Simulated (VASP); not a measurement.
Input of a VASP 6.6.1 run:

The input POSCAR:

```
Sc
1.0
    5.4226760000      0.0000000000      0.0000000000
    0.0000000000      5.4226760000      0.0000000000
    0.0000000000      0.0000000000      3.4352060000
Sc
4
Direct
    0.5000000000      0.5000000000      0.0000000000
    0.0000000000      0.0000000000      0.0000000000
    0.5000000000      0.0000000000      0.5326640000
    0.0000000000      0.5000000000      0.4673360000
```

INCAR.step1

```
SYSTEM = Sc
PREC = Accurate ; ENCUT = 520
ISMEAR = -1 ; SIGMA = 0.03
LREAL = .FALSE. ; LASPH = .TRUE.
NELM = 100 ; NBANDS = 30
GGA = PE ; ALGO = Normal
EDIFF = 1E-4 ; LWAVE = .TRUE.
LCHARG = .FALSE.
```

Contents of INCAR.step2:

```
SYSTEM = Sc
PREC = Accurate ; ENCUT = 520
EDIFF = 1E-6 ; ISMEAR = -1
SIGMA = 0.03 ; LREAL = .FALSE.
LASPH = .TRUE. ; NELM = 100
ALGO = Normal ; ISIF = 2
LWAVE = .FALSE. ; LCHARG = .TRUE.
METAGGA = R2SCAN ; LMIXTAU = .TRUE.
LELF = .TRUE. ; LVHAR = .TRUE.
NBANDS = 30 ; ISTART = 1
```

The input KPOINTS:

```
Automatic mesh
0
G
  7 7 11
  0 0 0
```

Potentials or basis: VASP PAW PBE potentials, release 64 (Sc_sv).

Launch:

```console
$ cat potpaw_PBE.64/Sc_sv/POTCAR > POTCAR
$ cp INCAR.step1 INCAR
$ mpirun -np 1 vasp_std > vasp.out
$ cp INCAR.step2 INCAR
$ mpirun -np 1 vasp_std > vasp.out
```

(1) Predict the pressure.

(2) Predict the largest force.

## Answers

(1) -0.3 GPa.

(2) 0.161 eV/Å.

Caveat: the PAW data sets were made with another functional, which shifts forces and pressure a little.
